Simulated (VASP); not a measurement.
# TiAl (P4/mmm) in VASP: notebook, part 2 of 3

VASP 6.6.1. The steps go on from the part before.

## (3) Single point, PBE

This run uses another cell than the first one, of 16.52 Å³/atom, 1.018 times its volume.

Contents of INCAR:

```
SYSTEM = TiAl
ALGO = Normal
EDIFF = 1E-6
ENCUT = 520
GGA = PE
ISIF = 2
ISMEAR = 0
LASPH = .TRUE.
LCHARG = .FALSE.
LREAL = .FALSE.
LWAVE = .FALSE.
NBANDS = 14
NELM = 100
PREC = Accurate
SIGMA = 0.1
```

Contents of KPOINTS:

```
k-points
0
G
  14 14 10
  0 0 0
```

Contents of POSCAR:

```
TiAl
1.0
    2.8382591860      0.0000000000      0.0000000000
    0.0000000000      2.8382591860      0.0000000000
    0.0000000000      0.0000000000      4.1019983355
Ti Al
1 1
Direct
    0.5000000000      0.5000000000      0.5000000000
    0.0000000000      0.0000000000      0.0000000000
```

Potentials or basis: VASP PAW PBE potentials, release 64 (Ti_sv, Al).

The run is started by

```bash
$ cat potpaw_PBE.64/Ti_sv/POTCAR potpaw_PBE.64/Al/POTCAR > POTCAR
$ mpirun -np 1 vasp_std > vasp.out
```

OUTCAR:

```text
SYSTEM = TiAl
   EDIFF = 1E-6
   ENCUT = 520
   GGA = PE
   ISIF = 2
   ISMEAR = 0
   LASPH = .TRUE.
   LREAL = .FALSE.
   NELM = 100
   PREC = Accurate

 ion  position               nearest neighbor table
   1  0.500  0.500  0.500-   2 2.87   2 2.87   2 2.87   2 2.87   2 2.87   2 2.87   2 2.87   2 2.87

   2  0.000  0.000  0.000-   1 2.87   1 2.87   1 2.87   1 2.87   1 2.87   1 2.87   1 2.87   1 2.87

  LATTYP: Found a simple tetragonal cell.
 ALAT       =     2.8382591860
 C/A-ratio  =     1.4452514963

  Lattice vectors:

 A1 = (   2.8382591860,   0.0000000000,   0.0000000000)
 A2 = (   0.0000000000,   2.8382591860,   0.0000000000)
 A3 = (   0.0000000000,   0.0000000000,   4.1019983355)

Analysis of symmetry for initial positions (statically):
=====================================================================
 Subroutine PRICEL returns:
 Original cell was already a primitive cell.

 Routine SETGRP: Setting up the symmetry group for a
 simple tetragonal supercell.

 Subroutine GETGRP returns: Found 16 space group operations
 (whereof 16 operations were pure point group operations)
 out of a pool of 16 trial point group operations.

The static configuration has the point symmetry D_4h.

Analysis of symmetry for dynamics (positions and initial velocities):
=====================================================================
 Subroutine PRICEL returns:
 Original cell was already a primitive cell.

 Routine SETGRP: Setting up the symmetry group for a
 simple tetragonal supercell.

 Subroutine GETGRP returns: Found 16 space group operations
 (whereof 16 operations were pure point group operations)
 out of a pool of 16 trial point group operations.

The dynamic configuration has the point symmetry D_4h.

 Subroutine INISYM returns: Found 16 space group operations
 (whereof 16 operations are pure point group operations),
 and found     1 'primitive' translations

----------------------------------------------------------------------------------------

                                     Primitive cell

  volume of cell :      33.0445

  direct lattice vectors                    reciprocal lattice vectors
     2.838259186  0.000000000  0.000000000     0.352328640  0.000000000  0.000000000
     0.000000000  2.838259186  0.000000000     0.000000000  0.352328640  0.000000000
     0.000000000  0.000000000  4.101998336     0.000000000  0.000000000  0.243783619

  length of vectors
     2.838259186  2.838259186  4.101998336     0.352328640  0.352328640  0.243783619

  position of ions in fractional coordinates (direct lattice)
     0.500000000  0.500000000  0.500000000
     0.000000000  0.000000000  0.000000000

  ion indices of the primitive-cell ions
   primitive index   ion index
                 1           1
                 2           2

----------------------------------------------------------------------------------------

 KPOINTS: k-points

Automatic generation of k-mesh.
 Grid dimensions read from file:
 generate k-points for:   14   14   10

 Generating k-lattice:

  Cartesian coordinates                     Fractional coordinates (reciprocal lattice)
     0.025166331  0.000000000  0.000000000     0.071428571  0.000000000  0.000000000
     0.000000000  0.025166331  0.000000000     0.000000000  0.071428571  0.000000000
     0.000000000  0.000000000  0.024378362     0.000000000  0.000000000  0.100000000

  Length of vectors
     0.025166331  0.025166331  0.024378362

  Shift w.r.t. Gamma in fractional coordinates (k-lattice)
     0.000000000  0.000000000  0.000000000

 Subroutine IBZKPT returns following result:
 ===========================================

 Found    216 irreducible k-points:

 Following reciprocal coordinates:
            Coordinates               Weight
  0.000000  0.000000  0.000000      1.000000
  0.071429  0.000000  0.000000      4.000000
  0.142857  0.000000  0.000000      4.000000
  0.214286  0.000000  0.000000      4.000000
  0.285714  0.000000  0.000000      4.000000
  0.357143  0.000000  0.000000      4.000000
[... 16 lines left out ...]
  0.285714  0.214286  0.000000      8.000000
  0.357143  0.214286  0.000000      8.000000
 [... further k-points ...]
   k-points           NKPTS =    216   k-points in BZ     NKDIM =    216   number of bands    NBANDS=     14
   number of dos      NEDOS =    301   number of ions     NIONS =      2
   total plane-waves  NPLWV =  18432
   dimension x,y,z NGX =    24 NGY =   24 NGZ =   32
   dimension x,y,z NGXF=    48 NGYF=   48 NGZF=   64
   ions per type =               1   1
   NGX,Y,Z   is equivalent  to a cutoff of  14.06, 14.06, 12.97 a.u.
   NGXF,Y,Z  is equivalent  to a cutoff of  28.12, 28.12, 25.94 a.u.
 SYSTEM =  TiAl
   PREC   = accura    normal or accurate (medium, high low for compatibility)
   ISTART =      0    job   : 0-new  1-cont  2-samecut
   ICHARG =      2    charge: 1-file 2-atom 10-const
   ISPIN  =      1    spin polarized calculation?
   LNONCOLLINEAR =      F non collinear calculations
   LSORBIT =      F    spin-orbit coupling
   LASPH  =      T    aspherical Exc in radial PAW
   ENCUT  =  520.0 eV  38.22 Ry    6.18 a.u.   5.28  5.28  7.63*2*pi/ulx,y,z
   NELM   =    100;   NELMIN=  2; NELMDL= -5     # of ELM steps
   EDIFF  = 0.1E-05   stopping-criterion for ELM
   LREAL  =      F    real-space projection
   EDIFFG = 0.1E-04   stopping-criterion for IOM
   NSW    =      0    number of steps for IOM
   IBRION =     -1    ionic relax: 0-MD 1-quasi-New 2-CG
   NFREE  =      0    steps in history (QN), initial steepest desc. (CG)
   ISIF   =      2    stress and relaxation
   ISYM   =      2    0-nonsym 1-usesym 2-fastsym
   POTIM  = 0.5000    time-step for ionic-motion
   TEBEG  =    0.0;   TEEND  =   0.0 temperature during run
   PSTRESS=    0.0 pullay stress
   NELECT =      15.0000    total number of electrons
   NUPDOWN=      -1.0000    fix difference up-down
   EMIN   =  10.00;   EMAX   =-10.00  energy-range for DOS
   EFERMI =   0.00;   METHOD = LEGACY
   ISMEAR =     0;   SIGMA  =   0.10  broadening in eV -4-tet -1-fermi 0-gaus
   EFERMI_NEDOS =   21; number of points for ismear=-14 and -15
   IALGO  =     38    algorithm
   IMIX   =      4    mixing-type and parameters
     AMIX     =   0.40;   BMIX     =  1.00
     AMIX_MAG =   1.60;   BMIX_MAG =  1.00
  volume/ion in A,a.u.               =      16.52       111.50
  Fermi-wavevector in a.u.,A,eV,Ry     =   1.258168  2.377593 21.537850  1.582987
  Thomas-Fermi vector in A             =   2.391791
   LORBIT       =      0    0 simple, 1 ext, 2 COOP (PROOUT), +10 PAW based schemes
   GGA     = PE    functional components
   LHFCALC =     F    Hartree Fock is set to
   AEXX    =    0.0000 exact exchange contribution
   IVDW    =     0    specifies the selected vdW correction
   LEPSILON=     F    determine dielectric tensor
   LRPA    =     F    only Hartree local field effects (RPA)
 non-spin polarized calculation
 Gauss-broadening in eV      SIGMA  =   0.10
  energy-cutoff  :      520.00
  volume of cell :       33.04
 maximum number of plane-waves:       904
 NGX is ok and might be reduce to    24
   NGX = 11   NGY = 11   NGZ = 15

 number of electron      14.9999999 magnetization

 Free energy of the ion-electron system (eV)
  ---------------------------------------------------
  ext. energy  EPLUGINS =         0.00000000
  ---------------------------------------------------
  free energy    TOTEN  =       -12.39199153 eV

  energy without entropy =      -12.38323692  energy(sigma->0) =      -12.38761422

 E-fermi :   8.1465     XC(G=0): -10.9583

 val. band max:        8.1409224093   @ k =   0.2143   0.1429   0.5000
 cond. band min:       8.1711446767   @ k =   0.3571   0.1429   0.2000
 fundamental gap:      0.0302222674
 Fermi energy:         8.1465379704

 k-point     1 :       0.0000    0.0000    0.0000
  band No.  band energies     occupation
      1     -48.5336      2.00000
      2     -24.9277      2.00000
      3     -24.4951      2.00000
      4     -24.4951      2.00000
      5      -0.8228      2.00000
      6       6.2997      2.00000
      7       7.3192      2.00000
      8       7.7236      2.00000
      9      10.2483      0.00000
     10      10.2483      0.00000
     11      11.3695      0.00000
     12      14.1246      0.00000
     13      16.3995      0.00000
     14      16.3995      0.00000
[... 375 lines left out ...]
 k-point    24 :       0.3571    0.2143    0.0000
  band No.  band energies     occupation
      1     -48.4691      2.00000
      2     -24.8639      2.00000
      3     -24.8397      2.00000
      4     -24.6330      2.00000
      5       2.3198      2.00000
      6       6.4205      2.00000
      7       7.0710      2.00000
      8       8.1179      1.31492
      9       9.0849      0.00000
     10       9.4585      0.00000
     11      11.6490      0.00000
     12      13.8599      0.00000
     13      14.4586      0.00000
     14      14.9861      0.00000

 [... further k-points ...]
[... 5 lines left out ...]
  --------------------------------------------------------------------------------------
  -------------------------------------------------------------------------------------
  Total       -0.4067263     -0.4067263     -0.4030681      0.0000000     -0.0000000      0.0000000
  in kB      -19.7202884    -19.7202884    -19.5429167      0.0000000     -0.0000000      0.0000000
  external PRESSURE =     -19.6611645 kB  Pullay stress =       0.0000000 kB

 VOLUME and BASIS-vectors are now :
 -----------------------------------------------------------------------------
  energy-cutoff  :      520.00
  volume of cell :       33.04
      direct lattice vectors                 reciprocal lattice vectors
     2.838259186  0.000000000  0.000000000     0.352328640  0.000000000  0.000000000
     0.000000000  2.838259186  0.000000000     0.000000000  0.352328640  0.000000000
     0.000000000  0.000000000  4.101998336     0.000000000  0.000000000  0.243783619

 POSITION                                       TOTAL-FORCE (eV/Angst)
 -----------------------------------------------------------------------------------
      1.41913      1.41913      2.05100         0.000000      0.000000      0.000000
      0.00000      0.00000      0.00000         0.000000      0.000000      0.000000
 -----------------------------------------------------------------------------------
    total drift:                                0.000000      0.000000     -0.000000

  FREE ENERGIE OF THE ION-ELECTRON SYSTEM (eV)
  ---------------------------------------------------
  free  energy   TOTEN  =       -12.3919915311 eV

  energy  without entropy=      -12.3832369164  energy(sigma->0) =      -12.38761422
```

stdout:

```text
POSCAR found type information on POSCAR TiAl
 POSCAR found :  2 types and       2 ions
 scaLAPACK will be used
 LDA part: xc-table for (Slater+PW92), standard interpolation
 POSCAR, INCAR and KPOINTS ok, starting setup
 FFT: planning ... GRIDC
 FFT: planning ... GRID_SOFT
 FFT: planning ... GRID
 WAVECAR not read
 entering main loop
```

Wall time 81 s (1 thread of Intel Xeon Platinum 8259CL at 2.50GHz (Skylake/Cascade Lake), shared host); peak memory 0.22 GiB.

Results:

- Free energy: -12.3920 eV
- Pressure: -2.0 GPa

## (4) Single point, PBE

This run uses another cell than the first one, of 12.92 Å³/atom, 0.796 times its volume.

Contents of INCAR:

```
PREC = Accurate ; ENCUT = 520
EDIFF = 1E-7 ; ISMEAR = 0
SIGMA = 0.1 ; LREAL = F
LASPH = T ; NELM = 60
ALGO = Normal ; ISIF = 2
LWAVE = F ; LCHARG = F
GGA = PE ; NBANDS = 14
```

Contents of KPOINTS:

```
Automatic mesh
0
Gamma
  16 16 12
```

Contents of POSCAR:

```
TiAl
1.0
    2.6224231709      0.0000000000      0.0000000000
    0.0000000000      2.6224231709      0.0000000000
    0.0000000000      0.0000000000      3.7587101001
Ti Al
1 1
Direct
    0.5000000000      0.5000000000      0.5000000000
    0.0000000000      0.0000000000      0.0000000000
```

Potentials or basis: VASP PAW PBE potentials, release 64 (Ti_sv, Al).

The run is started by

```bash
$ cat potpaw_PBE.64/Ti_sv/POTCAR potpaw_PBE.64/Al/POTCAR > POTCAR
$ mpirun -np 1 vasp_std > vasp.out
```

OUTCAR:

```text
PREC = Accurate
   ENCUT = 520
   EDIFF = 1E-7
   ISMEAR = 0
   LREAL = F
   LASPH = T
   NELM = 60
   ISIF = 2
   GGA = PE

 ion  position               nearest neighbor table
   1  0.500  0.500  0.500-   2 2.64   2 2.64   2 2.64   2 2.64   2 2.64   2 2.64   2 2.64   2 2.64

   2  0.000  0.000  0.000-   1 2.64   1 2.64   1 2.64   1 2.64   1 2.64   1 2.64   1 2.64   1 2.64

  LATTYP: Found a simple tetragonal cell.
 ALAT       =     2.6224231709
 C/A-ratio  =     1.4332965563

  Lattice vectors:

 A1 = (   2.6224231709,   0.0000000000,   0.0000000000)
 A2 = (   0.0000000000,   2.6224231709,   0.0000000000)
 A3 = (   0.0000000000,   0.0000000000,   3.7587101001)

Analysis of symmetry for initial positions (statically):
=====================================================================
 Subroutine PRICEL returns:
 Original cell was already a primitive cell.

 Routine SETGRP: Setting up the symmetry group for a
 simple tetragonal supercell.

 Subroutine GETGRP returns: Found 16 space group operations
 (whereof 16 operations were pure point group operations)
 out of a pool of 16 trial point group operations.

The static configuration has the point symmetry D_4h.

Analysis of symmetry for dynamics (positions and initial velocities):
=====================================================================
 Subroutine PRICEL returns:
 Original cell was already a primitive cell.

 Routine SETGRP: Setting up the symmetry group for a
 simple tetragonal supercell.

 Subroutine GETGRP returns: Found 16 space group operations
 (whereof 16 operations were pure point group operations)
 out of a pool of 16 trial point group operations.

The dynamic configuration has the point symmetry D_4h.

 Subroutine INISYM returns: Found 16 space group operations
 (whereof 16 operations are pure point group operations),
 and found     1 'primitive' translations

----------------------------------------------------------------------------------------

                                     Primitive cell

[... 115 lines left out ...]
   GGA     = PE    functional components
   LHFCALC =     F    Hartree Fock is set to
   AEXX    =    0.0000 exact exchange contribution
   IVDW    =     0    specifies the selected vdW correction
   LEPSILON=     F    determine dielectric tensor
   LRPA    =     F    only Hartree local field effects (RPA)
 non-spin polarized calculation
 Gauss-broadening in eV      SIGMA  =   0.10
  energy-cutoff  :      520.00
  volume of cell :       25.85
 maximum number of plane-waves:       720
 NGX is ok and might be reduce to    20
   NGX =  9   NGY =  9   NGZ = 13

 number of electron      14.9999998 magnetization

 Free energy of the ion-electron system (eV)
  ---------------------------------------------------
  ext. energy  EPLUGINS =         0.00000000
  ---------------------------------------------------
  free energy    TOTEN  =       -11.70983694 eV

  energy without entropy =      -11.70163362  energy(sigma->0) =      -11.70573528

 E-fermi :  10.8907     XC(G=0): -12.0485

 val. band max:       10.8791572945   @ k =   0.3125   0.3125   0.0000
 cond. band min:      10.8932585053   @ k =   0.4375   0.1250   0.1667
 fundamental gap:      0.0141012107
 Fermi energy:        10.8907068221

 k-point     1 :       0.0000    0.0000    0.0000
  band No.  band energies     occupation
      1     -45.2490      2.00000
      2     -21.6865      2.00000
      3     -21.0058      2.00000
      4     -21.0058      2.00000
      5       0.8081      2.00000
      6       8.5277      2.00000
      7       9.6725      2.00000
      8      10.9999      0.12252
      9      13.6618      0.00000
     10      13.6618      0.00000
     11      15.1960      0.00000
     12      18.9830      0.00000
     13      20.9000      0.00000
     14      21.0241      0.00000
[... 377 lines left out ...]
      1     -45.0934      2.00000
      2     -21.9296      2.00000
      3     -21.5432      2.00000
      4     -21.0533      2.00000
      5       5.9984      2.00000
      6       6.4320      2.00000
      7       8.9148      2.00000
      8      10.9828      0.19267
      9      12.2727      0.00000
     10      13.1474      0.00000
     11      16.5380      0.00000
     12      18.0765      0.00000
     13      18.2442      0.00000
     14      20.8529      0.00000

 [... further k-points ...]
[... 5 lines left out ...]
  --------------------------------------------------------------------------------------
  -------------------------------------------------------------------------------------
  Total        6.4271091      6.4271091      6.4220253      0.0000000      0.0000000      0.0000000
  in kB      398.3656449    398.3656449    398.0505415      0.0000000      0.0000000      0.0000000
  external PRESSURE =     398.2606104 kB  Pullay stress =       0.0000000 kB

 VOLUME and BASIS-vectors are now :
 -----------------------------------------------------------------------------
  energy-cutoff  :      520.00
  volume of cell :       25.85
      direct lattice vectors                 reciprocal lattice vectors
     2.622423171  0.000000000  0.000000000     0.381326710  0.000000000  0.000000000
     0.000000000  2.622423171  0.000000000     0.000000000  0.381326710  0.000000000
     0.000000000  0.000000000  3.758710100     0.000000000  0.000000000  0.266048717

 POSITION                                       TOTAL-FORCE (eV/Angst)
 -----------------------------------------------------------------------------------
      1.31121      1.31121      1.87936         0.000000      0.000000      0.000000
      0.00000      0.00000      0.00000         0.000000      0.000000      0.000000
 -----------------------------------------------------------------------------------
    total drift:                                0.000000      0.000000      0.000000

  FREE ENERGIE OF THE ION-ELECTRON SYSTEM (eV)
  ---------------------------------------------------
  free  energy   TOTEN  =       -11.7098369413 eV

  energy  without entropy=      -11.7016336211  energy(sigma->0) =      -11.70573528
```

stdout:

```text
POSCAR found type information on POSCAR TiAl
 POSCAR found :  2 types and       2 ions
 scaLAPACK will be used
 LDA part: xc-table for (Slater+PW92), standard interpolation
 POSCAR, INCAR and KPOINTS ok, starting setup
 FFT: planning ... GRIDC
 FFT: planning ... GRID_SOFT
 FFT: planning ... GRID
 WAVECAR not read
 entering main loop
```

Wall time 94 s (1 thread of Intel Xeon Platinum 8259CL at 2.50GHz (Skylake/Cascade Lake), shared host); peak memory 0.23 GiB.

What came out:

* Free energy: -11.7098 eV
* Pressure: 39.8 GPa

## (5) Single point, PBE

This run uses another cell than the first one, of 14.18 Å³/atom, 0.873 times its volume.

Contents of INCAR:

```
PREC = Accurate
ENCUT = 520
EDIFF = 1E-6
ISMEAR = 0
SIGMA = 0.1
LREAL = F
LASPH = T
NELM = 80
ALGO = Fast
ISIF = 2
LWAVE = F
LCHARG = F
GGA = PE
NBANDS = 14
```

Contents of KPOINTS:

```
regular mesh
0
Gamma
  16 16 12
```

Contents of POSCAR:

```
TiAl
1.0
    2.6994391798      0.0000000000      0.0000000000
    0.0000000000      2.6994391798      0.0000000000
    0.0000000000      0.0000000000      3.8912008426
Ti Al
1 1
Direct
    0.5000000000      0.5000000000      0.5000000000
    0.0000000000      0.0000000000      0.0000000000
```

The run is started by

```bash
$ cat potpaw_PBE.64/Ti_sv/POTCAR potpaw_PBE.64/Al/POTCAR > POTCAR
$ mpirun -np 1 vasp_std > vasp.out
```

Wall time 3.3 min (1 thread of Intel Xeon Platinum 8259CL at 2.50GHz (Skylake/Cascade Lake), shared host); peak memory 0.24 GiB.

Results (log left out):

```
Free energy : -12.1675 eV
Pressure    : 19.7 GPa
```

Levels at points of the mesh, in eV from the Fermi level:
```
           k point  band 5  band 6  band 7  band 8  band 9  band 10  band 11  band 12
(0.00, 0.00, 0.00)   -9.65   -2.14   -1.04   -0.16    2.52     2.52     3.89     7.24
(0.50, 0.00, 0.00)   -4.94   -4.59   -1.97   -0.30    2.00     2.97     5.28     5.61
(0.50, 0.50, 0.00)   -3.59   -0.58   -0.36   -0.36   -0.34    -0.34     4.98     6.29
(0.00, 0.00, 0.50)   -7.96   -5.55   -0.83    0.72    2.11     2.11     3.91     8.20
(0.50, 0.00, 0.50)   -5.28   -3.14   -1.24   -0.99    1.59     2.05     2.68     4.63
(0.50, 0.50, 0.50)   -2.97   -2.58   -2.58    2.53    2.59     2.76     4.80     4.80
```

(Part 2 of 3 ends here.)
